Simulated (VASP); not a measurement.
# TiC (Khamrabaevite) in VASP: a series of runs

Runs on TiC (Khamrabaevite). Level: PBE. Tasks: single point, relaxation of the atoms.

Everything below comes from runs of VASP 6.6.1. Logs are shortened: lines on timing, memory, paths and dates and some standing lists are left out, and cuts for length are marked.

## (1) The cell of the first run

It takes space group I4/mmm (No. 139, tetragonal). Conventional cell: a = 3.060 Å, b = 3.060 Å, c = 4.285 Å, α = 90.00°, β = 90.00°, γ = 90.00°. Within 2.8 Å of Ti (site symmetry 4/mmm) lie 6 C at 2.14 to 2.16 Å. Within 2.8 Å of C (site symmetry 4/mmm) lie 6 Ti at 2.14 to 2.16 Å.

## (2) Single point, PBE (z stretched by -1 %, then relaxed in part)

INCAR

```
SYSTEM = TiC
  PREC = Accurate
  ENCUT = 520
  EDIFF = 1E-6
  ISMEAR = -1
  SIGMA = 0.05
  LREAL = .False.
  LASPH = .True.
  NELM = 100
  ALGO = Normal
  ISIF = 2
  LWAVE = .False.
  LCHARG = .False.
  GGA = PE
  NBANDS = 15
```

KPOINTS

```
Automatic mesh
0
Gamma
  18 18 18
  0 0 0
```

POSCAR

```
TiC
1.0
    0.0000000000      2.1640000000      2.1423600000
    2.1640000000      0.0000000000      2.1423600000
    2.1640000000      2.1640000000      0.0000000000
Ti C
1 1
Direct
    0.0000000000      0.0000000000      0.0000000000
    0.5000000000      0.5000000000      0.5000000000
```

Potentials or basis: VASP PAW PBE potentials, release 64 (Ti_sv, C).

Started as:

```sh
$ cat potpaw_PBE.64/Ti_sv/POTCAR potpaw_PBE.64/C/POTCAR > POTCAR
$ mpirun -np 1 vasp_std > vasp.out
```

OUTCAR:

```text
SYSTEM = TiC
   PREC = Accurate
   ENCUT = 520
   EDIFF = 1E-6
   ISMEAR = -1
   LREAL = .False.
   LASPH = .True.
   NELM = 100
   ISIF = 2
   GGA = PE

 ion  position               nearest neighbor table
   1  0.000  0.000  0.000-   2 2.14   2 2.14   2 2.16   2 2.16   2 2.16   2 2.16
   2  0.500  0.500  0.500-   1 2.14   1 2.14   1 2.16   1 2.16   1 2.16   1 2.16

  LATTYP: Found a body centered tetragonal cell.
 ALAT       =     3.0603581490
 C/A-ratio  =     1.4000714267

  Lattice vectors:

 A1 = (   0.0000000000,  -2.1640000000,  -2.1423600000)
 A2 = (   0.0000000000,   2.1640000000,  -2.1423600000)
 A3 = (   2.1640000000,   0.0000000000,   2.1423600000)

Analysis of symmetry for initial positions (statically):
=====================================================================
 Subroutine PRICEL returns:
 Original cell was already a primitive cell.

 Routine SETGRP: Setting up the symmetry group for a
 body centered tetragonal supercell.

 Subroutine GETGRP returns: Found 16 space group operations
 (whereof 16 operations were pure point group operations)
 out of a pool of 16 trial point group operations.

The static configuration has the point symmetry D_4h.

Analysis of symmetry for dynamics (positions and initial velocities):
=====================================================================
 Subroutine PRICEL returns:
 Original cell was already a primitive cell.

 Routine SETGRP: Setting up the symmetry group for a
 body centered tetragonal supercell.

 Subroutine GETGRP returns: Found 16 space group operations
 (whereof 16 operations were pure point group operations)
 out of a pool of 16 trial point group operations.

The dynamic configuration has the point symmetry D_4h.

 Subroutine INISYM returns: Found 16 space group operations
 (whereof 16 operations are pure point group operations),
 and found     1 'primitive' translations

----------------------------------------------------------------------------------------

                                     Primitive cell

  volume of cell :      20.0649

  direct lattice vectors                    reciprocal lattice vectors
     0.000000000  2.164000000  2.142360000    -0.231053604  0.231053604  0.233387479
     2.164000000  0.000000000  2.142360000     0.231053604 -0.231053604  0.233387479
     2.164000000  2.164000000  0.000000000     0.231053604  0.231053604 -0.233387479

  length of vectors
     3.045094805  3.045094805  3.060358149     0.401548567  0.401548567  0.401548567

  position of ions in fractional coordinates (direct lattice)
     0.000000000  0.000000000  0.000000000
     0.500000000  0.500000000  0.500000000

  ion indices of the primitive-cell ions
   primitive index   ion index
                 1           1
                 2           2

----------------------------------------------------------------------------------------

 KPOINTS: Automatic mesh

Automatic generation of k-mesh.
 Grid dimensions read from file:
 generate k-points for:   18   18   18

 Generating k-lattice:

  Cartesian coordinates                     Fractional coordinates (reciprocal lattice)
    -0.012836311  0.012836311  0.012965971     0.055555556  0.000000000  0.000000000
     0.012836311 -0.012836311  0.012965971     0.000000000  0.055555556  0.000000000
     0.012836311  0.012836311 -0.012965971     0.000000000  0.000000000  0.055555556

  Length of vectors
     0.022308254  0.022308254  0.022308254

  Shift w.r.t. Gamma in fractional coordinates (k-lattice)
     0.000000000  0.000000000  0.000000000

 Subroutine IBZKPT returns following result:
 ===========================================

 Found    480 irreducible k-points:

 Following reciprocal coordinates:
            Coordinates               Weight
  0.000000  0.000000  0.000000      1.000000
  0.055556  0.000000  0.000000      8.000000
  0.111111  0.000000  0.000000      8.000000
  0.166667 -0.000000  0.000000      8.000000
  0.222222  0.000000  0.000000      8.000000
  0.277778  0.000000  0.000000      8.000000
[... 16 lines left out ...]
 -0.277778  0.055556  0.000000      8.000000
 -0.222222  0.055556  0.000000      8.000000
 [... further k-points ...]
   k-points           NKPTS =    480   k-points in BZ     NKDIM =    480   number of bands    NBANDS=     15
   number of dos      NEDOS =    301   number of ions     NIONS =      2
   total plane-waves  NPLWV =  13824
   dimension x,y,z NGX =    24 NGY =   24 NGZ =   24
   dimension x,y,z NGXF=    48 NGYF=   48 NGZF=   48
   ions per type =               1   1
   NGX,Y,Z   is equivalent  to a cutoff of  13.10, 13.10, 13.04 a.u.
   NGXF,Y,Z  is equivalent  to a cutoff of  26.21, 26.21, 26.07 a.u.
 SYSTEM =  TiC
   PREC   = accura    normal or accurate (medium, high low for compatibility)
   ISTART =      0    job   : 0-new  1-cont  2-samecut
   ICHARG =      2    charge: 1-file 2-atom 10-const
   ISPIN  =      1    spin polarized calculation?
   LNONCOLLINEAR =      F non collinear calculations
   LSORBIT =      F    spin-orbit coupling
   LASPH  =      T    aspherical Exc in radial PAW
   ENCUT  =  520.0 eV  38.22 Ry    6.18 a.u.   5.66  5.66  5.69*2*pi/ulx,y,z
   NELM   =    100;   NELMIN=  2; NELMDL= -5     # of ELM steps
   EDIFF  = 0.1E-05   stopping-criterion for ELM
   LREAL  =      F    real-space projection
   EDIFFG = 0.1E-04   stopping-criterion for IOM
   NSW    =      0    number of steps for IOM
   IBRION =     -1    ionic relax: 0-MD 1-quasi-New 2-CG
   NFREE  =      0    steps in history (QN), initial steepest desc. (CG)
   ISIF   =      2    stress and relaxation
   ISYM   =      2    0-nonsym 1-usesym 2-fastsym
   POTIM  = 0.5000    time-step for ionic-motion
   TEBEG  =    0.0;   TEEND  =   0.0 temperature during run
   PSTRESS=    0.0 pullay stress
   NELECT =      16.0000    total number of electrons
   NUPDOWN=      -1.0000    fix difference up-down
   EMIN   =  10.00;   EMAX   =-10.00  energy-range for DOS
   EFERMI =   0.00;   METHOD = LEGACY
   ISMEAR =    -1;   SIGMA  =   0.05  broadening in eV -4-tet -1-fermi 0-gaus
   EFERMI_NEDOS =   21; number of points for ismear=-14 and -15
   IALGO  =     38    algorithm
   IMIX   =      4    mixing-type and parameters
     AMIX     =   0.40;   BMIX     =  1.00
     AMIX_MAG =   1.60;   BMIX_MAG =  1.00
  volume/ion in A,a.u.               =      10.03        67.70
  Fermi-wavevector in a.u.,A,eV,Ry     =   1.518107  2.868807 31.356669  2.304650
  Thomas-Fermi vector in A             =   2.627273
   LORBIT       =      0    0 simple, 1 ext, 2 COOP (PROOUT), +10 PAW based schemes
   GGA     = PE    functional components
   LHFCALC =     F    Hartree Fock is set to
   AEXX    =    0.0000 exact exchange contribution
   IVDW    =     0    specifies the selected vdW correction
   LEPSILON=     F    determine dielectric tensor
   LRPA    =     F    only Hartree local field effects (RPA)
 non-spin polarized calculation
  energy-cutoff  :      520.00
  volume of cell :       20.06
 maximum number of plane-waves:       552
   NGX = 11   NGY = 11   NGZ = 11

 number of electron      16.0000002 magnetization

 Free energy of the ion-electron system (eV)
  ---------------------------------------------------
  ext. energy  EPLUGINS =         0.00000000
  ---------------------------------------------------
  free energy    TOTEN  =       -18.70530624 eV

  energy without entropy =      -18.70277710  energy(sigma->0) =      -18.70404167

 E-fermi :   9.5663     XC(G=0): -12.7622

 val. band max:        9.5644556018   @ k =   0.2778   0.0000   0.2222
 cond. band min:       9.5846546040   @ k =   0.1111   0.1111   0.0000
 fundamental gap:      0.0201990022
 Fermi energy:         9.5663127719

 k-point     1 :       0.0000    0.0000    0.0000
  band No.  band energies     occupation
      1     -46.9942      2.00000
      2     -23.0162      2.00000
      3     -23.0162      2.00000
      4     -23.0025      2.00000
      5      -2.8961      2.00000
      6      10.2323      0.00000
      7      10.2323      0.00000
      8      10.3072      0.00000
      9      11.2393      0.00000
     10      11.2393      0.00000
     11      11.2602      0.00000
     12      11.2793      0.00000
     13      11.3337      0.00000
     14      20.2281      0.00000
     15      23.6423      0.00000

 k-point     2 :       0.0556    0.0000    0.0000
  band No.  band energies     occupation
      1     -46.9918      2.00000
      2     -23.0298      2.00000
      3     -23.0178      2.00000
      4     -23.0066      2.00000
      5      -2.8249      2.00000
      6       9.8859      0.00334
      7      10.0804      0.00007
      8      10.1384      0.00002
      9      10.6100      0.00000
     10      10.6406      0.00000
     11      11.4588      0.00000
     12      12.1457      0.00000
     13      12.2087      0.00000
     14      20.3555      0.00000
     15      23.6771      0.00000

 k-point     3 :       0.1111    0.0000    0.0000
  band No.  band energies     occupation
      1     -46.9852      2.00000
      2     -23.0751      2.00000
      3     -23.0226      2.00000
      4     -23.0120      2.00000
      5      -2.6152      2.00000
      6       9.1356      1.99964
      7       9.4260      1.88613
      8       9.4731      1.73164
      9      10.6218      0.00000
     10      10.6489      0.00000
     11      11.7642      0.00000
     12      13.0938      0.00000
     13      13.1674      0.00000
     14      20.6799      0.00000
     15      23.7207      0.00000
[... 343 lines left out ...]
 k-point    23 :      -0.2778    0.0556    0.0000
  band No.  band energies     occupation
      1     -46.9435      2.00000
      2     -23.3485      2.00000
      3     -23.0548      2.00000
      4     -23.0449      2.00000
      5      -1.0697      2.00000
      6       5.9859      2.00000
      7       7.3216      2.00000
      8       7.5562      2.00000
      9      11.4691      0.00000
     10      11.8303      0.00000
     11      12.7778      0.00000
     12      15.6828      0.00000
     13      16.5535      0.00000
     14      20.3059      0.00000
     15      24.4899      0.00000

 k-point    24 :      -0.2222    0.0556    0.0000
  band No.  band energies     occupation
      1     -46.9566      2.00000
      2     -23.2621      2.00000
      3     -23.0460      2.00000
      4     -23.0351      2.00000
      5      -1.6194      2.00000
      6       6.8990      2.00000
      7       7.7727      2.00000
      8       8.0500      2.00000
      9      11.0896      0.00000
     10      11.5218      0.00000
     11      12.4980      0.00000
     12      14.8373      0.00000
     13      15.7698      0.00000
     14      20.9707      0.00000
     15      23.9394      0.00000

 [... further k-points ...]

------------------------ aborting loop because EDIFF is reached ----------------------------------------

  FORCE on cell =-STRESS in cart. coord.  units (eV):
  Direction    XX          YY          ZZ          XY          YZ          ZX
  --------------------------------------------------------------------------------------
  -------------------------------------------------------------------------------------
  Total        0.2902641      0.2902641      0.8235011      0.0000000      0.0000000      0.0000000
  in kB       23.1775229     23.1775229     65.7563686      0.0000000      0.0000000      0.0000000
  external PRESSURE =      37.3704714 kB  Pullay stress =       0.0000000 kB

 VOLUME and BASIS-vectors are now :
 -----------------------------------------------------------------------------
  energy-cutoff  :      520.00
  volume of cell :       20.06
      direct lattice vectors                 reciprocal lattice vectors
     0.000000000  2.164000000  2.142360000    -0.231053604  0.231053604  0.233387479
     2.164000000  0.000000000  2.142360000     0.231053604 -0.231053604  0.233387479
     2.164000000  2.164000000  0.000000000     0.231053604  0.231053604 -0.233387479

 POSITION                                       TOTAL-FORCE (eV/Angst)
 -----------------------------------------------------------------------------------
      0.00000      0.00000      0.00000         0.000000      0.000000      0.000000
      2.16400      2.16400      2.14236         0.000000      0.000000     -0.000000
 -----------------------------------------------------------------------------------
    total drift:                                0.000000     -0.000000     -0.000000

  FREE ENERGIE OF THE ION-ELECTRON SYSTEM (eV)
  ---------------------------------------------------
  free  energy   TOTEN  =       -18.7053062401 eV

  energy  without entropy=      -18.7027771009  energy(sigma->0) =      -18.70404167
```

It took 80 s on 1 thread of Intel Xeon 6975P-C, shared host; peak memory 0.26 GiB.

Results:

* Free energy: -18.7053 eV
* Pressure: 3.7 GPa
* Band gap on the k mesh: zero (band 8 reaches 10.31 eV, above the bottom of band 9 at 9.08 eV)

Stress tensor (GPa, compression positive):
```
2.32 0.00 0.00
0.00 2.32 0.00
0.00 0.00 6.58
```

Levels at points of the mesh, in eV from the Fermi level:
```csv
k point,band 5,band 6,band 7,band 8,band 9,band 10,band 11,band 12
"(0.00, 0.00, 0.00)",-12.46,0.67,0.67,0.74,1.67,1.67,1.69,1.71
"(0.50, 0.00, 0.00)",-8.92,-5.90,-2.95,-2.93,2.93,2.98,4.16,8.19
"(0.50, 0.50, 0.00)",-10.16,-3.37,-1.67,-0.08,-0.08,2.75,3.57,3.57
"(0.50, 0.00, 0.50)",-10.18,-3.48,-1.65,-0.01,0.00,2.74,3.53,3.60
```

Caveat: the cell differs from its parent crystal (z stretched by -1 %, then relaxed in part).

## (3) Relaxation of the atoms, PBE (volume scaled by 1.04)

INCAR

```
PREC     = Accurate       # precision mode
ENCUT    = 520            # plane-wave cutoff, eV
EDIFF    = 1E-7           # SCF threshold, eV
ISMEAR   = -1             # smearing method
SIGMA    = 0.05           # smearing width, eV
LREAL    = False          # projectors in reciprocal space
LASPH    = True           # aspherical terms in the spheres
NELM     = 60             # most SCF steps
ALGO     = Normal         # electronic algorithm
ISIF     = 2              # what is computed and relaxed
LWAVE    = False          # write WAVECAR
LCHARG   = False          # write CHGCAR
GGA      = PE             # functional
IBRION   = 2              # ionic algorithm
NSW      = 80             # ionic steps
EDIFFG   = -0.02          # ionic threshold
```

KPOINTS

```
regular mesh
0
Gamma
  18 18 18
```

POSCAR

```
TiC
1.0
    0.0000000000      2.1924769499      2.1924769499
    2.1924769499      0.0000000000      2.1924769499
    2.1924769499      2.1924769499      0.0000000000
Ti C
1 1
Direct
    0.0000000000      0.0000000000      0.0000000000
    0.5000000000      0.5000000000      0.5000000000
```

Potentials or basis: VASP PAW PBE potentials, release 64 (Ti_sv, C).

Started as:

```sh
$ cat potpaw_PBE.64/Ti_sv/POTCAR potpaw_PBE.64/C/POTCAR > POTCAR
$ mpirun -np 1 vasp_std > vasp.out
```

Run time: 26 s. Hardware: 1 thread of Intel Xeon Platinum 8488C (Sapphire Rapids), shared host; peak memory 0.18 GiB.

Results (log left out):

```yaml
Free_energy: -18.6921 eV
Pressure_after_relaxing: -8.1 GPa
Band_gap_on_the_k_mesh: zero (band 8 reaches 9.66 eV, above the bottom of band 9 at 8.58 eV)
```

Final structure:
```
CELL_PARAMETERS angstrom
0.00000 2.19248 2.19248
2.19248 0.00000 2.19248
2.19248 2.19248 0.00000
ATOMIC_POSITIONS crystal
Ti 0.00000 0.00000 0.00000
C 0.50000 0.50000 0.50000
```

Levels at points of the mesh, in eV from the Fermi level:
| k point | band 4 | band 5 | band 6 | band 7 | band 8 | band 9 | band 10 | band 11 | band 12 |
| --- | --- | --- | --- | --- | --- | --- | --- | --- | --- |
| (0.00, 0.00, 0.00) | -32.75 | -12.23 | 0.67 | 0.67 | 0.67 | 1.62 | 1.62 | 1.62 | 1.63 |
| (0.50, 0.00, 0.00) | -32.79 | -8.92 | -5.68 | -2.78 | -2.78 | 2.76 | 2.76 | 3.88 | 7.80 |
| (0.50, 0.50, 0.00) | -32.89 | -9.98 | -3.40 | -1.52 | -0.07 | -0.07 | 2.56 | 3.33 | 3.33 |

Caveat: the relaxation stopped at its first step, so nothing moved.
